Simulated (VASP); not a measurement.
# SiC (P6_3mc) in VASP: notebook

The runs below take SiC through single point, with PBE, r2SCAN.

Everything below comes from runs of VASP 6.6.1. Logs are shortened: lines on timing, memory, paths and dates and some standing lists are left out, and cuts for length are marked.

**1. The cell of the first run**

Symmetry: P6_3mc, No. 186, hexagonal system. The conventional cell has a = 3.094 Å, b = 3.094 Å, c = 10.129 Å, α = 90.00°, β = 90.00°, γ = 120.00°. Si (site symmetry 3m) has 4 C at 1.89 to 1.90 Å within 2.5 Å. Within 2.5 Å of Si (site symmetry 3m) lie 4 C at 1.90 Å. C (site symmetry 3m) has 4 Si at 1.90 Å within 2.5 Å. C (site symmetry 3m) has 4 Si at 1.89 to 1.90 Å within 2.5 Å.

**2. Single point, PBE**

File INCAR:

```
SYSTEM = SiC
  PREC = Accurate
  ENCUT = 520
  EDIFF = 1E-6
  ISMEAR = 0
  SIGMA = 0.01
  LREAL = .False.
  LASPH = .True.
  NELM = 80
  ALGO = Normal
  ISIF = 2
  LWAVE = .False.
  LCHARG = .True.
  GGA = PE
  LELF = .True.
  LVHAR = .True.
  NBANDS = 26
```

File KPOINTS:

```
Automatic mesh
0
Gamma
  9 9 2
  0 0 0
```

File POSCAR:

```
SiC
1.0
    3.0940311574      0.0000000000      0.0000000000
   -1.5470155788      2.6795095824      0.0000000000
    0.0000000000      0.0000000000     10.1290649750
Si C
4 4
Direct
    0.0000000000      0.0000000000     -0.0001500102
    0.3333333333      0.6666666667      0.2499054348
    0.0000000000      0.0000000000      0.4998499898
    0.6666666667      0.3333333333      0.7499054348
    0.0000000000      0.0000000000      0.1873051250
    0.3333333333      0.6666666667      0.4379394504
    0.0000000000      0.0000000000      0.6873051250
    0.6666666667      0.3333333333      0.9379394504
```

Potentials or basis: VASP PAW PBE potentials, release 64 (Si, C).

The run is started by

```
$ cat potpaw_PBE.64/Si/POTCAR potpaw_PBE.64/C/POTCAR > POTCAR
$ mpirun -np 1 vasp_std > vasp.out
```

OUTCAR:

```text
SYSTEM = SiC
   PREC = Accurate
   ENCUT = 520
   EDIFF = 1E-6
   ISMEAR = 0
   LREAL = .False.
   LASPH = .True.
   NELM = 80
   ISIF = 2
   GGA = PE

 ion  position               nearest neighbor table
   1  0.000  0.000  1.000-   8 1.89   8 1.89   8 1.89   5 1.90   4 3.10   4 3.10   4 3.10   2 3.10
                             2 3.10   2 3.10
   2  0.333  0.667  0.250-   5 1.90   5 1.90   5 1.90   6 1.90   3 3.10   3 3.10   3 3.10   1 3.10
                             1 3.10   1 3.10
   3  0.000  0.000  0.500-   6 1.89   6 1.89   6 1.89   7 1.90   2 3.10   2 3.10   2 3.10   4 3.10
                             4 3.10   4 3.10
   4  0.667  0.333  0.750-   7 1.90   7 1.90   7 1.90   8 1.90   1 3.10   1 3.10   1 3.10   3 3.10
                             3 3.10   3 3.10
   5  0.000  0.000  0.187-   2 1.90   2 1.90   2 1.90   1 1.90
   6  0.333  0.667  0.438-   3 1.89   3 1.89   3 1.89   2 1.90
   7  0.000  0.000  0.687-   4 1.90   4 1.90   4 1.90   3 1.90
   8  0.667  0.333  0.938-   1 1.89   1 1.89   1 1.89   4 1.90

  LATTYP: Found a hexagonal cell.
 ALAT       =     3.0940311574
 C/A-ratio  =     3.2737436890

  Lattice vectors:

 A1 = (   3.0940311574,   0.0000000000,   0.0000000000)
 A2 = (  -1.5470155788,   2.6795095824,   0.0000000000)
 A3 = (   0.0000000000,   0.0000000000,  10.1290649750)

Analysis of symmetry for initial positions (statically):
=====================================================================
 Subroutine PRICEL returns:
 Original cell was already a primitive cell.

 Routine SETGRP: Setting up the symmetry group for a
 hexagonal supercell.

 Subroutine GETGRP returns: Found 12 space group operations
 (whereof  6 operations were pure point group operations)
 out of a pool of 24 trial point group operations.

The static configuration has the point symmetry C_3v.
 The point group associated with its full space group is C_6v.

Analysis of symmetry for dynamics (positions and initial velocities):
=====================================================================
 Subroutine PRICEL returns:
 Original cell was already a primitive cell.

 Routine SETGRP: Setting up the symmetry group for a
 hexagonal supercell.

 Subroutine GETGRP returns: Found 12 space group operations
 (whereof  6 operations were pure point group operations)
 out of a pool of 24 trial point group operations.

The dynamic configuration has the point symmetry C_3v.
 The point group associated with its full space group is C_6v.

 Subroutine INISYM returns: Found 12 space group operations
 (whereof  6 operations are pure point group operations),
 and found     1 'primitive' translations

----------------------------------------------------------------------------------------

                                     Primitive cell

  volume of cell :      83.9749

  direct lattice vectors                    reciprocal lattice vectors
     3.094031157  0.000000000  0.000000000     0.323202951  0.186601311  0.000000000
    -1.547015579  2.679509582  0.000000000     0.000000000  0.373202621  0.000000000
     0.000000000  0.000000000 10.129064975     0.000000000  0.000000000  0.098725796

  length of vectors
     3.094031157  3.094031157 10.129064975     0.373202621  0.373202621  0.098725796

  position of ions in fractional coordinates (direct lattice)
     0.000000000  0.000000000  0.999849990
     0.333333333  0.666666667  0.249905435
     0.000000000  0.000000000  0.499849990
     0.666666667  0.333333333  0.749905435
     0.000000000  0.000000000  0.187305125
     0.333333333  0.666666667  0.437939450
     0.000000000  0.000000000  0.687305125
     0.666666667  0.333333333  0.937939450

  ion indices of the primitive-cell ions
   primitive index   ion index
                 1           1
                 2           2
                 3           3
                 4           4
                 5           5
                 6           6
                 7           7
                 8           8

----------------------------------------------------------------------------------------

 KPOINTS: Automatic mesh

Automatic generation of k-mesh.
 Grid dimensions read from file:
 generate k-points for:    9    9    2

 Generating k-lattice:

  Cartesian coordinates                     Fractional coordinates (reciprocal lattice)
     0.035911439  0.020733479  0.000000000     0.111111111  0.000000000  0.000000000
     0.000000000  0.041466958  0.000000000     0.000000000  0.111111111  0.000000000
     0.000000000  0.000000000  0.049362898     0.000000000  0.000000000  0.500000000

  Length of vectors
     0.041466958  0.041466958  0.049362898

  Shift w.r.t. Gamma in fractional coordinates (k-lattice)
     0.000000000  0.000000000  0.000000000

 Subroutine IBZKPT returns following result:
 ===========================================

 Found     24 irreducible k-points:

 Following reciprocal coordinates:
            Coordinates               Weight
  0.000000  0.000000  0.000000      1.000000
  0.111111  0.000000  0.000000      6.000000
  0.222222  0.000000  0.000000      6.000000
  0.333333  0.000000  0.000000      6.000000
  0.444444  0.000000  0.000000      6.000000
  0.111111  0.111111  0.000000      6.000000
[... 16 lines left out ...]
  0.333333  0.222222  0.500000     12.000000
  0.333333  0.333333  0.500000      2.000000
   k-points           NKPTS =     24   k-points in BZ     NKDIM =     24   number of bands    NBANDS=     26
   number of dos      NEDOS =    301   number of ions     NIONS =      8
   total plane-waves  NPLWV =  46080
   dimension x,y,z NGX =    24 NGY =   24 NGZ =   80
   dimension x,y,z NGXF=    48 NGYF=   48 NGZF=  160
   ions per type =               4   4
   NGX,Y,Z   is equivalent  to a cutoff of  12.90, 12.90, 13.13 a.u.
   NGXF,Y,Z  is equivalent  to a cutoff of  25.79, 25.79, 26.26 a.u.
 SYSTEM =  SiC
   PREC   = accura    normal or accurate (medium, high low for compatibility)
   ISTART =      0    job   : 0-new  1-cont  2-samecut
   ICHARG =      2    charge: 1-file 2-atom 10-const
   ISPIN  =      1    spin polarized calculation?
   LNONCOLLINEAR =      F non collinear calculations
   LSORBIT =      F    spin-orbit coupling
   LASPH  =      T    aspherical Exc in radial PAW
   ENCUT  =  520.0 eV  38.22 Ry    6.18 a.u.   5.75  5.75 18.83*2*pi/ulx,y,z
   NELM   =     80;   NELMIN=  2; NELMDL= -5     # of ELM steps
   EDIFF  = 0.1E-05   stopping-criterion for ELM
   LREAL  =      F    real-space projection
   EDIFFG = 0.1E-04   stopping-criterion for IOM
   NSW    =      0    number of steps for IOM
   IBRION =     -1    ionic relax: 0-MD 1-quasi-New 2-CG
   NFREE  =      0    steps in history (QN), initial steepest desc. (CG)
   ISIF   =      2    stress and relaxation
   ISYM   =      2    0-nonsym 1-usesym 2-fastsym
   POTIM  = 0.5000    time-step for ionic-motion
   TEBEG  =    0.0;   TEEND  =   0.0 temperature during run
   PSTRESS=    0.0 pullay stress
   NELECT =      32.0000    total number of electrons
   NUPDOWN=      -1.0000    fix difference up-down
   EMIN   =  10.00;   EMAX   =-10.00  energy-range for DOS
   EFERMI =   0.00;   METHOD = LEGACY
   ISMEAR =     0;   SIGMA  =   0.01  broadening in eV -4-tet -1-fermi 0-gaus
   EFERMI_NEDOS =   21; number of points for ismear=-14 and -15
   IALGO  =     38    algorithm
   IMIX   =      4    mixing-type and parameters
     AMIX     =   0.40;   BMIX     =  1.00
     AMIX_MAG =   1.60;   BMIX_MAG =  1.00
  volume/ion in A,a.u.               =      10.50        70.84
  Fermi-wavevector in a.u.,A,eV,Ry     =   1.186884  2.242886 19.166449  1.408694
  Thomas-Fermi vector in A             =   2.323047
   LORBIT       =      0    0 simple, 1 ext, 2 COOP (PROOUT), +10 PAW based schemes
   GGA     = PE    functional components
   LHFCALC =     F    Hartree Fock is set to
   AEXX    =    0.0000 exact exchange contribution
   IVDW    =     0    specifies the selected vdW correction
   LEPSILON=     F    determine dielectric tensor
   LRPA    =     F    only Hartree local field effects (RPA)
 non-spin polarized calculation
 Gauss-broadening in eV      SIGMA  =   0.01
  energy-cutoff  :      520.00
  volume of cell :       83.97
 maximum number of plane-waves:      2276
 NGX is ok and might be reduce to    24
   NGX = 11   NGY = 11   NGZ = 37

 number of electron      32.0000001 magnetization

 Free energy of the ion-electron system (eV)
  ---------------------------------------------------
  ext. energy  EPLUGINS =         0.00000000
  ---------------------------------------------------
  free energy    TOTEN  =       -60.24767583 eV

  energy without entropy =      -60.24767583  energy(sigma->0) =      -60.24767583

 E-fermi :   8.1163     XC(G=0): -11.2901

 val. band max:        8.0120633409   @ k =   0.0000   0.0000   0.0000
 cond. band min:      10.3442912777   @ k =   0.4444   0.0000   0.0000
 fundamental gap:      2.3322279368
 Fermi energy:         8.1162540170

 k-point     1 :       0.0000    0.0000    0.0000
  band No.  band energies     occupation
      1      -7.3543      2.00000
      2      -6.1910      2.00000
      3      -6.1554      2.00000
      4      -3.8419      2.00000
      5      -0.5162      2.00000
      6       3.6594      2.00000
[... 18 lines left out ...]
     25      15.3011      0.00000
     26      15.9887      0.00000

 k-point     2 :       0.1111    0.0000    0.0000
  band No.  band energies     occupation
      1      -7.1427      2.00000
      2      -5.9867      2.00000
      3      -5.9500      2.00000
      4      -3.6639      2.00000
      5      -0.3240      2.00000
      6       3.7118      2.00000
[... 18 lines left out ...]
     25      15.6365      0.00000
[... 608 lines left out ...]
     25      17.1838      0.00000
     26      17.1838      0.00000

 k-point    24 :       0.3333    0.3333    0.5000
  band No.  band energies     occupation
      1      -2.8224      2.00000
      2      -2.8224      2.00000
      3      -2.7488      2.00000
      4      -2.7488      2.00000
      5       0.7005      2.00000
      6       0.7005      2.00000
[... 18 lines left out ...]
     25      18.1269      0.00000
     26      18.1298      0.00000

------------------------ aborting loop because EDIFF is reached ----------------------------------------

  FORCE on cell =-STRESS in cart. coord.  units (eV):
  Direction    XX          YY          ZZ          XY          YZ          ZX
  --------------------------------------------------------------------------------------
  -------------------------------------------------------------------------------------
  Total       -0.0179576     -0.0179576     -0.0084392      0.0000000      0.0000000      0.0000000
  in kB       -0.3426182     -0.3426182     -0.1610141      0.0000000      0.0000000      0.0000000
  external PRESSURE =      -0.2820835 kB  Pullay stress =       0.0000000 kB

 VOLUME and BASIS-vectors are now :
 -----------------------------------------------------------------------------
  energy-cutoff  :      520.00
  volume of cell :       83.97
      direct lattice vectors                 reciprocal lattice vectors
     3.094031157  0.000000000  0.000000000     0.323202951  0.186601311  0.000000000
    -1.547015579  2.679509582  0.000000000     0.000000000  0.373202621  0.000000000
     0.000000000  0.000000000 10.129064975     0.000000000  0.000000000  0.098725796

 POSITION                                       TOTAL-FORCE (eV/Angst)
 -----------------------------------------------------------------------------------
      0.00000      0.00000     10.12755        -0.000000      0.000000      0.002437
     -0.00000      1.78634      2.53131         0.000000     -0.000000     -0.002991
      0.00000      0.00000      5.06301         0.000000     -0.000000      0.002437
      1.54702      0.89317      7.59584        -0.000000      0.000000     -0.002991
      0.00000      0.00000      1.89723        -0.000000      0.000000     -0.001817
     -0.00000      1.78634      4.43592        -0.000000      0.000000      0.002371
      0.00000      0.00000      6.96176         0.000000      0.000000     -0.001817
      1.54702      0.89317      9.50045         0.000000      0.000000      0.002371
 -----------------------------------------------------------------------------------
    total drift:                               -0.000000     -0.000000      0.001011

  FREE ENERGIE OF THE ION-ELECTRON SYSTEM (eV)
  ---------------------------------------------------
  free  energy   TOTEN  =       -60.2476758330 eV

  energy  without entropy=      -60.2476758330  energy(sigma->0) =      -60.24767583
```

Wall time 60 s (1 thread of Intel Xeon 8259CL, shared host); peak memory 0.21 GiB.

What came out:

```yaml
Free_energy: -60.2477 eV
Pressure: 0.0 GPa
Band_gap_on_the_k_mesh: 2.33 eV (least direct gap 3.42 eV)
```

Forces in eV/Å, atoms in the order of the input:
```
Si   0.000  0.000  0.002
Si   0.000  0.000 -0.003
Si   0.000  0.000  0.002
Si   0.000  0.000 -0.003
C    0.000  0.000 -0.002
C    0.000  0.000  0.002
C    0.000  0.000 -0.002
C    0.000  0.000  0.002
```

A k mesh can miss the band edges.

(Continued in part 2 of 2.)
